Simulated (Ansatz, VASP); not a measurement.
## One calculation of WS2, two programs

Contents of POSCAR:

```
WS2
1.0
    3.1842228900      0.0000000000      0.0000000000
   -1.5921114500      2.7576179200      0.0000000000
    0.0000000000      0.0000000000     12.9782823600
W S
2 4
Direct
    0.3333333300      0.6666666700      0.2500000000
    0.6666666700      0.3333333300      0.7500000000
    0.3333333300      0.6666666700      0.6298049400
    0.6666666700      0.3333333300      0.1298049400
    0.3333333300      0.6666666700      0.8701950600
    0.6666666700      0.3333333300      0.3701950600
```

INCAR.step1

```
SYSTEM = WS2
PREC = Accurate
ENCUT = 520
ISMEAR = 0
SIGMA = 0.1
LREAL = .False.
LASPH = .True.
NELM = 100
NBANDS = 35
GGA = PE
ALGO = Normal
EDIFF = 1E-4
LWAVE = .True.
LCHARG = .False.
```

Contents of INCAR.step2:

```
SYSTEM = WS2
PREC = Accurate
ENCUT = 520
EDIFF = 1E-6
ISMEAR = 0
SIGMA = 0.1
LREAL = .False.
LASPH = .True.
NELM = 100
ALGO = Normal
ISIF = 2
LWAVE = .False.
LCHARG = .False.
METAGGA = R2SCAN
LMIXTAU = .True.
LUSE_VDW = .True.
IVDW_NL = 2
BPARAM = 11.95
CPARAM = 0.0093
NBANDS = 35
ISTART = 1
```

File KPOINTS:

```
Automatic mesh
0
Gamma
  6 6 2
  0 0 0
```

Input for Ansatz:

```yaml
crystal:
  lattice:
    - [3.18422289, 0.0, 0.0]
    - [-1.59211145, 2.75761792, 0.0]
    - [0.0, 0.0, 12.97828236]
  atoms:
    - { symbol: W, position: [0.33333333, 0.66666667, 0.25] }
    - { symbol: W, position: [0.66666667, 0.33333333, 0.75] }
    - { symbol: S, position: [0.33333333, 0.66666667, 0.62980494] }
    - { symbol: S, position: [0.66666667, 0.33333333, 0.12980494] }
    - { symbol: S, position: [0.33333333, 0.66666667, 0.87019506] }
    - { symbol: S, position: [0.66666667, 0.33333333, 0.37019506] }
basis:
  ecutwfc: 500
kpoints:
  mp_grid: { grid: [6, 6, 2] }
hamiltonian:
  xc: r2scan
  dispersion: rvv10
  pseudopotentials: { kind: paw, azcp: { folder: soft_1 } }
scf:
  occupations: { method: gaussian, width: 0.1 }
output:
  forces: true
  stress: true
  eigenvalues: true
```

Alike in both runs: task single point; functional r2SCAN; dispersion rVV10; k mesh 6 × 6 × 2; occupations gaussian, width 0.1 eV; no spin polarisation.

```csv
,VASP,Ansatz
version,VASP 6.6.1,Ansatz 0.2.0
potentials or method,"VASP PAW PBE potentials, release 64 (W_sv, S), cutoff 520 eV","scalar-relativistic, plane waves, PAW"
valence electrons in the cell,52,52
```

VASP gave:

| Quantity | Value |
| --- | --- |
| gap on the k mesh at the Fermi level (eV) | 1.32 |
| least direct gap on the mesh (eV) | 1.87 |
| pressure (GPa) | -1.0 |
| traceless stress, the component that is largest in VASP (GPa) | 0.16 |
| rms of the force components (eV/Å) | 0.029 |

Task: Which values does Ansatz return?

Result: gap on the k mesh at the Fermi level (eV): 1.31; least direct gap on the mesh (eV): 1.86; pressure (GPa): -1.4; traceless stress, the component that is largest in VASP (GPa): 0.27; rms of the force components (eV/Å): 0.012.

VASP's potentials were made for PBE, not for r2SCAN. Atom by atom the forces differ by 0.016 eV/Å (rms over components).

Spin-orbit coupling is off throughout.
